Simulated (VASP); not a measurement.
# Na2IrAuF6 (Fm-3m) in VASP: single point with LDA

Aim: the single point of Na2IrAuF6 with LDA.

Everything below comes from runs of VASP 6.6.1. Logs are shortened: lines on timing, memory, paths and dates and some standing lists are left out, and cuts for length are marked.

### 1 The cell of the first run

Symmetry: Fm-3m, No. 225, cubic system. The conventional cell has a = 8.858 Å, b = 8.858 Å, c = 8.858 Å, α = 90.00°, β = 90.00°, γ = 90.00°. Within 4.2 Å of Na (site symmetry -43m) lie 12 F at 3.17 Å and 4 Ir at 3.84 Å and 4 Au at 3.84 Å. Within 2.3 Å of Ir (site symmetry m-3m) lie 6 F at 1.72 Å. Within 3.6 Å of Au (site symmetry m-3m) lie 6 F at 2.71 Å. F (site symmetry 4mm) has 1 Ir at 1.72 Å within 2.3 Å.

### 2 Single point, LDA (strained)

File INCAR:

```
  ALGO = Normal
  EDIFF = 1E-6
  ENCUT = 600
  GGA = CA
  GGA_COMPAT = F
  ISIF = 2
  ISMEAR = 0
  LASPH = T
  LCHARG = F
  LREAL = F
  LWAVE = F
  NBANDS = 49
  NELM = 120
  PREC = Accurate
  SIGMA = 0.05
```

File KPOINTS:

```
k-points
0
Gamma
  8 8 8
```

File POSCAR:

```
Na2IrAuF6
1.0
    0.0000000000      4.4292349820      4.4292349820
    4.4292349820      0.0000000000      4.4292349820
    4.4292349820      4.4292349820      0.0000000000
Na Ir Au F
2 1 1 6
Direct
    0.2500000000      0.2500000000      0.2500000000
    0.7500000000      0.7500000000      0.7500000000
    0.0000000000      0.0000000000      0.0000000000
    0.5000000000      0.5000000000      0.5000000000
    0.1945810772      0.1945810772      0.8054189228
    0.1945810772      0.8054189228      0.8054189228
    0.8054189228      0.8054189228      0.1945810772
    0.1945810772      0.8054189228      0.1945810772
    0.8054189228      0.1945810772      0.8054189228
    0.8054189228      0.1945810772      0.1945810772
```

Potentials or basis: VASP PAW LDA potentials, release 64 (Na_pv, Ir, Au, F).

The run is started by

```
cat potpaw_LDA.64/Na_pv/POTCAR potpaw_LDA.64/Ir/POTCAR potpaw_LDA.64/Au/POTCAR potpaw_LDA.64/F/POTCAR > POTCAR
mpirun -np 1 vasp_std > vasp.out
```

OUTCAR:

```text
EDIFF = 1E-6
   ENCUT = 600
   GGA = CA
   ISIF = 2
   ISMEAR = 0
   LASPH = T
   LREAL = F
   NELM = 120
   PREC = Accurate

 ion  position               nearest neighbor table
   1  0.250  0.250  0.250-
   2  0.750  0.750  0.750-
   3  0.000  0.000  0.000-   5 1.72   6 1.72   7 1.72   8 1.72   9 1.72  10 1.72
   4  0.500  0.500  0.500-   5 2.71   6 2.71   7 2.71   8 2.71   9 2.71  10 2.71
   5  0.195  0.195  0.805-   3 1.72   4 2.71
   6  0.195  0.805  0.805-   3 1.72   4 2.71
   7  0.805  0.805  0.195-   3 1.72   4 2.71
   8  0.195  0.805  0.195-   3 1.72   4 2.71
   9  0.805  0.195  0.805-   3 1.72   4 2.71
  10  0.805  0.195  0.195-   3 1.72   4 2.71

  LATTYP: Found a face centered cubic cell.
 ALAT       =     8.8584699640

  Lattice vectors:

 A1 = (   0.0000000000,   4.4292349820,   4.4292349820)
 A2 = (   4.4292349820,   0.0000000000,   4.4292349820)
 A3 = (   4.4292349820,   4.4292349820,   0.0000000000)

Analysis of symmetry for initial positions (statically):
=====================================================================
 Subroutine PRICEL returns:
 Original cell was already a primitive cell.

 Routine SETGRP: Setting up the symmetry group for a
 face centered cubic supercell.

 Subroutine GETGRP returns: Found 48 space group operations
 (whereof 48 operations were pure point group operations)
 out of a pool of 48 trial point group operations.

The static configuration has the point symmetry O_h .

Analysis of symmetry for dynamics (positions and initial velocities):
=====================================================================
 Subroutine PRICEL returns:
 Original cell was already a primitive cell.

 Routine SETGRP: Setting up the symmetry group for a
 face centered cubic supercell.

 Subroutine GETGRP returns: Found 48 space group operations
 (whereof 48 operations were pure point group operations)
 out of a pool of 48 trial point group operations.

The dynamic configuration has the point symmetry O_h .

 Subroutine INISYM returns: Found 48 space group operations
 (whereof 48 operations are pure point group operations),
 and found     1 'primitive' translations

----------------------------------------------------------------------------------------

                                     Primitive cell

  volume of cell :     173.7865

  direct lattice vectors                    reciprocal lattice vectors
     0.000000000  4.429234982  4.429234982    -0.112886312  0.112886312  0.112886312
     4.429234982  0.000000000  4.429234982     0.112886312 -0.112886312  0.112886312
     4.429234982  4.429234982  0.000000000     0.112886312  0.112886312 -0.112886312

  length of vectors
     6.263884182  6.263884182  6.263884182     0.195524827  0.195524827  0.195524827

  position of ions in fractional coordinates (direct lattice)
     0.250000000  0.250000000  0.250000000
     0.750000000  0.750000000  0.750000000
     0.000000000  0.000000000  0.000000000
     0.500000000  0.500000000  0.500000000
     0.194581077  0.194581077  0.805418923
     0.194581077  0.805418923  0.805418923
     0.805418923  0.805418923  0.194581077
     0.194581077  0.805418923  0.194581077
     0.805418923  0.194581077  0.805418923
     0.805418923  0.194581077  0.194581077

  ion indices of the primitive-cell ions
   primitive index   ion index
                 1           1
                 2           2
                 3           3
                 4           4
                 5           5
                 6           6
                 7           7
                 8           8
                 9           9
                10          10

----------------------------------------------------------------------------------------

 KPOINTS: k-points

Automatic generation of k-mesh.
 Grid dimensions read from file:
 generate k-points for:    8    8    8

 Generating k-lattice:

  Cartesian coordinates                     Fractional coordinates (reciprocal lattice)
    -0.014110789  0.014110789  0.014110789     0.125000000  0.000000000  0.000000000
     0.014110789 -0.014110789  0.014110789     0.000000000  0.125000000  0.000000000
     0.014110789  0.014110789 -0.014110789     0.000000000  0.000000000  0.125000000

  Length of vectors
     0.024440603  0.024440603  0.024440603

  Shift w.r.t. Gamma in fractional coordinates (k-lattice)
     0.000000000  0.000000000  0.000000000

 Subroutine IBZKPT returns following result:
 ===========================================

 Found     29 irreducible k-points:

 Following reciprocal coordinates:
            Coordinates               Weight
  0.000000  0.000000  0.000000      1.000000
  0.125000  0.000000  0.000000      8.000000
  0.250000  0.000000  0.000000      8.000000
  0.375000  0.000000  0.000000      8.000000
  0.500000  0.000000  0.000000      4.000000
  0.125000  0.125000  0.000000      6.000000
[... 16 lines left out ...]
  0.500000  0.250000  0.125000     48.000000
 -0.375000  0.250000  0.125000     24.000000
 [... further k-points ...]
   k-points           NKPTS =     29   k-points in BZ     NKDIM =     29   number of bands    NBANDS=     49
   number of dos      NEDOS =    301   number of ions     NIONS =     10
   total plane-waves  NPLWV = 125000
   dimension x,y,z NGX =    50 NGY =   50 NGZ =   50
   dimension x,y,z NGXF=   100 NGYF=  100 NGZF=  100
   ions per type =               2   1   1   6
   NGX,Y,Z   is equivalent  to a cutoff of  13.27, 13.27, 13.27 a.u.
   NGXF,Y,Z  is equivalent  to a cutoff of  26.54, 26.54, 26.54 a.u.
 SYSTEM =  unknown system
   PREC   = accura    normal or accurate (medium, high low for compatibility)
   ISTART =      0    job   : 0-new  1-cont  2-samecut
   ICHARG =      2    charge: 1-file 2-atom 10-const
   ISPIN  =      1    spin polarized calculation?
   LNONCOLLINEAR =      F non collinear calculations
   LSORBIT =      F    spin-orbit coupling
   LASPH  =      T    aspherical Exc in radial PAW
   ENCUT  =  600.0 eV  44.10 Ry    6.64 a.u.  12.51 12.51 12.51*2*pi/ulx,y,z
   NELM   =    120;   NELMIN=  2; NELMDL= -5     # of ELM steps
   EDIFF  = 0.1E-05   stopping-criterion for ELM
   LREAL  =      F    real-space projection
   EDIFFG = 0.1E-04   stopping-criterion for IOM
   NSW    =      0    number of steps for IOM
   IBRION =     -1    ionic relax: 0-MD 1-quasi-New 2-CG
   NFREE  =      0    steps in history (QN), initial steepest desc. (CG)
   ISIF   =      2    stress and relaxation
   ISYM   =      2    0-nonsym 1-usesym 2-fastsym
   POTIM  = 0.5000    time-step for ionic-motion
   TEBEG  =    0.0;   TEEND  =   0.0 temperature during run
   PSTRESS=    0.0 pullay stress
   NELECT =      76.0000    total number of electrons
   NUPDOWN=      -1.0000    fix difference up-down
   EMIN   =  10.00;   EMAX   =-10.00  energy-range for DOS
   EFERMI =   0.00;   METHOD = LEGACY
   ISMEAR =     0;   SIGMA  =   0.05  broadening in eV -4-tet -1-fermi 0-gaus
   EFERMI_NEDOS =   21; number of points for ismear=-14 and -15
   IALGO  =     38    algorithm
   IMIX   =      4    mixing-type and parameters
     AMIX     =   0.40;   BMIX     =  1.00
     AMIX_MAG =   1.60;   BMIX_MAG =  1.00
  volume/ion in A,a.u.               =      17.38       117.28
  Fermi-wavevector in a.u.,A,eV,Ry     =   1.242627  2.348224 21.009039  1.544121
  Thomas-Fermi vector in A             =   2.376973
   LORBIT       =      0    0 simple, 1 ext, 2 COOP (PROOUT), +10 PAW based schemes
   GGA     = CA    functional components
   LHFCALC =     F    Hartree Fock is set to
   AEXX    =    0.0000 exact exchange contribution
   IVDW    =     0    specifies the selected vdW correction
   LEPSILON=     F    determine dielectric tensor
   LRPA    =     F    only Hartree local field effects (RPA)
 non-spin polarized calculation
 Gauss-broadening in eV      SIGMA  =   0.05
  energy-cutoff  :      600.00
  volume of cell :      173.79
 maximum number of plane-waves:      5835
   NGX = 25   NGY = 25   NGZ = 25

 number of electron      76.0000025 magnetization

 Free energy of the ion-electron system (eV)
  ---------------------------------------------------
  ext. energy  EPLUGINS =         0.00000000
  ---------------------------------------------------
  free energy    TOTEN  =       -39.43272661 eV

  energy without entropy =      -39.38709317  energy(sigma->0) =      -39.40990989

 E-fermi :   1.4366     XC(G=0):  -8.9474

 val. band max:        1.4362697304   @ k =  -0.3750   0.2500   0.0000
 cond. band min:       1.4390702622   @ k =  -0.2500   0.3750   0.1250
 fundamental gap:      0.0028005318
 Fermi energy:         1.4366098240

 k-point     1 :       0.0000    0.0000    0.0000
  band No.  band energies     occupation
      1     -24.2034      2.00000
      2     -23.7722      2.00000
      3     -23.7722      2.00000
      4     -23.2620      2.00000
      5     -23.2620      2.00000
      6     -23.2620      2.00000
[... 41 lines left out ...]
     48       7.7679      0.00000
     49       7.7679      0.00000

 k-point     2 :       0.1250    0.0000    0.0000
  band No.  band energies     occupation
      1     -24.2022      2.00000
      2     -23.7726      2.00000
      3     -23.7726      2.00000
      4     -23.2627      2.00000
      5     -23.2622      2.00000
      6     -23.2622      2.00000
[... 41 lines left out ...]
     48       8.0050      0.00000
     49       8.3168      0.00000

 k-point     3 :       0.2500    0.0000    0.0000
  band No.  band energies     occupation
      1     -24.1995      2.00000
      2     -23.7734      2.00000
      3     -23.7734      2.00000
      4     -23.2639      2.00000
      5     -23.2626      2.00000
      6     -23.2626      2.00000
[... 1081 lines left out ...]
     48       8.6492      0.00000
     49       9.5283      0.00000

 k-point    24 :      -0.3750    0.2500    0.1250
  band No.  band energies     occupation
      1     -24.1948      2.00000
      2     -23.7774      2.00000
      3     -23.7739      2.00000
      4     -23.2656      2.00000
      5     -23.2638      2.00000
      6     -23.2631      2.00000
[... 41 lines left out ...]
     48       8.9609      0.00000
     49       9.4830      0.00000

 [... further k-points ...]
[... 5 lines left out ...]
  --------------------------------------------------------------------------------------
  -------------------------------------------------------------------------------------
  Total       29.6861275     29.6861275     29.6861275      0.0000000      0.0000000      0.0000000
  in kB      273.6830940    273.6830940    273.6830940      0.0000000      0.0000000      0.0000000
  external PRESSURE =     273.6830940 kB  Pullay stress =       0.0000000 kB

 VOLUME and BASIS-vectors are now :
 -----------------------------------------------------------------------------
  energy-cutoff  :      600.00
  volume of cell :      173.79
      direct lattice vectors                 reciprocal lattice vectors
     0.000000000  4.429234982  4.429234982    -0.112886312  0.112886312  0.112886312
     4.429234982  0.000000000  4.429234982     0.112886312 -0.112886312  0.112886312
     4.429234982  4.429234982  0.000000000     0.112886312  0.112886312 -0.112886312

 POSITION                                       TOTAL-FORCE (eV/Angst)
 -----------------------------------------------------------------------------------
      2.21462      2.21462      2.21462        -0.000000     -0.000000     -0.000000
      6.64385      6.64385      6.64385         0.000000      0.000000      0.000000
      0.00000      0.00000      0.00000         0.000000     -0.000000     -0.000000
      4.42923      4.42923      4.42923         0.000000     -0.000000     -0.000000
      4.42923      4.42923      1.72369         0.000000      0.000000      9.083851
      7.13478      4.42923      4.42923        -9.083851      0.000000     -0.000000
      4.42923      4.42923      7.13478         0.000000      0.000000     -9.083851
      4.42923      1.72369      4.42923         0.000000      9.083851     -0.000000
      4.42923      7.13478      4.42923         0.000000     -9.083851     -0.000000
      1.72369      4.42923      4.42923         9.083851      0.000000     -0.000000
 -----------------------------------------------------------------------------------
    total drift:                               -0.000000     -0.000000     -0.000000

  FREE ENERGIE OF THE ION-ELECTRON SYSTEM (eV)
  ---------------------------------------------------
  free  energy   TOTEN  =       -39.4327266094 eV

  energy  without entropy=      -39.3870931701  energy(sigma->0) =      -39.40990989
```

It took 6.7 min on 1 thread of AMD EPYC 7R13 (Zen 3), shared host; peak memory 0.42 GiB.

What came out:

* Free energy: -39.4327 eV
* Pressure: 27.4 GPa
* Largest force: 9.084 eV/Å
* Band gap on the k mesh: zero (bands 38 and 39 overlap by 0.09 eV)

Forces in eV/Å, atoms in the order of the input:
```
Na   0.000  0.000  0.000
Na   0.000  0.000  0.000
Ir   0.000  0.000  0.000
Au   0.000  0.000  0.000
F    0.000  0.000  9.084
F   -9.084  0.000  0.000
F    0.000  0.000 -9.084
F    0.000  9.084  0.000
F    0.000 -9.084  0.000
F    9.084  0.000  0.000
```

Caveat: the cell differs from its parent crystal (strained); the cell stands under pressure; spin-orbit coupling is left out, which moves the levels of the heavy elements; forces of over 1 eV/Å act on the atoms, so gaps and moduli don't describe the material at rest.
